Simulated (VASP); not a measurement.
# Mg (P6_3/mmc) in VASP: further runs, part 2 of 2

VASP 6.6.1. The steps go on from the part before.

## 3. Relaxation of cell and atoms, revPBE

This run uses another cell than the first one, of 23.24 Å³/atom, 0.986 times its volume.

The input, INCAR:

```
PREC = Accurate ; ENCUT = 600
EDIFF = 1E-6 ; ISMEAR = -1
SIGMA = 0.1 ; LREAL = False
LASPH = True ; NELM = 100
ALGO = Normal ; ISIF = 3
LWAVE = False ; LCHARG = False
GGA = RE ; IBRION = 2
NSW = 80 ; EDIFFG = -0.01
```

The input, KPOINTS:

```
regular mesh
0
Gamma
  11 11 6
```

The input, POSCAR:

```
Mg
1.0
    3.2092715325      0.0000000000      0.0000000000
   -1.6046357662      2.7793106748      0.0000000000
    0.0000000000      0.0000000000      5.2103300000
Mg
2
Direct
    0.3333333333      0.6666666667      0.2500000000
    0.6666666667      0.3333333333      0.7500000000
```

Potentials or basis: VASP PAW PBE potentials, release 64 (Mg).

Run with:

```
cat potpaw_PBE.64/Mg/POTCAR > POTCAR
mpirun -np 1 vasp_std > vasp.out
```

OUTCAR:

```text
PREC = Accurate
   ENCUT = 600
   EDIFF = 1E-6
   ISMEAR = -1
   LREAL = False
   LASPH = True
   NELM = 100
   ISIF = 3
   GGA = RE
   IBRION = 2
   NSW = 80
   EDIFFG = -0.01

 ion  position               nearest neighbor table
   1  0.333  0.667  0.250-   2 3.20   2 3.20   2 3.20   2 3.20   2 3.20   2 3.20
   2  0.667  0.333  0.750-   1 3.20   1 3.20   1 3.20   1 3.20   1 3.20   1 3.20

  LATTYP: Found a hexagonal cell.
 ALAT       =     3.2092715325
 C/A-ratio  =     1.6235242008

  Lattice vectors:

 A1 = (   3.2092715325,   0.0000000000,   0.0000000000)
 A2 = (  -1.6046357662,   2.7793106748,   0.0000000000)
 A3 = (   0.0000000000,   0.0000000000,   5.2103300000)

Analysis of symmetry for initial positions (statically):
=====================================================================
 Subroutine PRICEL returns:
 Original cell was already a primitive cell.

 Routine SETGRP: Setting up the symmetry group for a
 hexagonal supercell.

 Subroutine GETGRP returns: Found 24 space group operations
 (whereof 12 operations were pure point group operations)
[... 170 lines left out ...]

  FORCE on cell =-STRESS in cart. coord.  units (eV):
  Direction    XX          YY          ZZ          XY          YZ          ZX
  --------------------------------------------------------------------------------------
  -------------------------------------------------------------------------------------
  Total        0.0863000      0.0863000      0.0857486      0.0000000      0.0000000      0.0000000
  in kB        2.9751739      2.9751739      2.9561644      0.0000000      0.0000000      0.0000000
  external PRESSURE =       2.9688374 kB  Pullay stress =       0.0000000 kB
[... 59 lines left out ...]
--------------------------------------- Ionic step        3  -------------------------------------------

 number of electron       4.0000000 magnetization

 Free energy of the ion-electron system (eV)
  ---------------------------------------------------
  ext. energy  EPLUGINS =         0.00000000
  ---------------------------------------------------
  free energy    TOTEN  =        -2.74712308 eV

  energy without entropy =       -2.72832460  energy(sigma->0) =       -2.73772384

 E-fermi :   2.6146     XC(G=0):  -8.3477

 val. band max:        2.4819049605   @ k =   0.3636   0.2727   0.5000
 cond. band min:       2.7128820056   @ k =   0.1818   0.1818   0.0000
 fundamental gap:      0.2309770452
 Fermi energy:         2.6146311517

 k-point     1 :       0.0000    0.0000    0.0000
  band No.  band energies     occupation
      1      -4.2275      2.00000
      2       0.9441      2.00000
      3       1.3982      1.99999
      4      13.4481      0.00000
      5      13.4481      0.00000
      6      13.5535      0.00000
[... 199 lines left out ...]
 k-point    24 :       0.1818    0.0909    0.1667
  band No.  band energies     occupation
      1      -2.9586      2.00000
      2       0.6053      2.00000
      3       4.0769      0.00000
      4       7.2212      0.00000
      5       8.7724      0.00000
      6      10.6006      0.00000

 [... further k-points ...]
[... 5 lines left out ...]
  --------------------------------------------------------------------------------------
  -------------------------------------------------------------------------------------
  Total        0.0000160      0.0000160      0.0011360      0.0000000      0.0000000      0.0000000
  in kB        0.0005481      0.0005481      0.0388410      0.0000000      0.0000000      0.0000000
  external PRESSURE =       0.0133124 kB  Pullay stress =       0.0000000 kB
[... 17 lines left out ...]
  FREE ENERGIE OF THE ION-ELECTRON SYSTEM (eV)
  ---------------------------------------------------
  free  energy   TOTEN  =        -2.7471230843 eV

  energy  without entropy=       -2.7283246000  energy(sigma->0) =       -2.73772384

 reached required accuracy - stopping structural energy minimisation
```

OSZICAR:

```text
N       E                     dE             d eps       ncg     rms          rms(c)
DAV:   1     0.665058259601E+00    0.66506E+00   -0.13596E+03   768   0.526E+02
[... 12 lines left out ...]
DAV:   2    -0.274710419160E+01    0.26211E-05   -0.42863E-06   960   0.172E-02    0.739E-03
DAV:   3    -0.274710087623E+01    0.33154E-05   -0.40464E-07   696   0.711E-03    0.352E-04
DAV:   4    -0.274710096990E+01   -0.93670E-07   -0.78550E-09   528   0.841E-04
   2 F= -.27471010E+01 E0= -.27377303E+01  d E =-.331864E-03
       N       E                     dE             d eps       ncg     rms          rms(c)
DAV:   1    -0.274712361049E+01   -0.22734E-04   -0.14623E-04  1008   0.765E-02    0.382E-03
DAV:   2    -0.274712308426E+01    0.52623E-06   -0.47451E-07   810   0.575E-03
   3 F= -.27471231E+01 E0= -.27377238E+01  d E =-.353978E-03
```

Wall time 21 s (1 thread of Intel Xeon 6975P-C, shared host); peak memory 0.19 GiB.

Results:

```
Free energy                            : -2.7471 eV
Relaxed volume                         : 23.43 Å³/atom
Relaxed cell                           : a = 3.218 Å, b = 3.218 Å, c = 5.225 Å, α = 90.00°, β = 90.00°, γ = 120.00°
Space group after relaxing (to 0.05 Å) : P6_3/mmc (No. 194)
Energy gained by relaxing              : 0.2 meV/atom
Ionic steps                            : 3
Pressure after relaxing                : 0.0 GPa
Band gap on the k mesh                 : zero (band 2 reaches 3.47 eV, above the bottom of band 3 at 1.40 eV)
```

The path:
```tsv
step	energy change (eV)	largest force (eV/Å)	pressure (GPa)	volume (Å³)
1	0.0000	0.0000	0.30	46.47
2	-0.0003	0.0000	0.07	46.76
3	-0.0004	0.0000	0.00	46.86
```

Final structure:
```
Mg
1.0
     3.21818    0.00000    0.00000
    -1.60909    2.78703    0.00000
     0.00000    0.00000    5.22471
Mg
2
Direct
  0.33333 0.66667 0.25000
  0.66667 0.33333 0.75000
```

Caveat: the PAW data sets were made with another functional, which shifts forces and pressure a little. revPBE gives volumes clearly too large for solids.
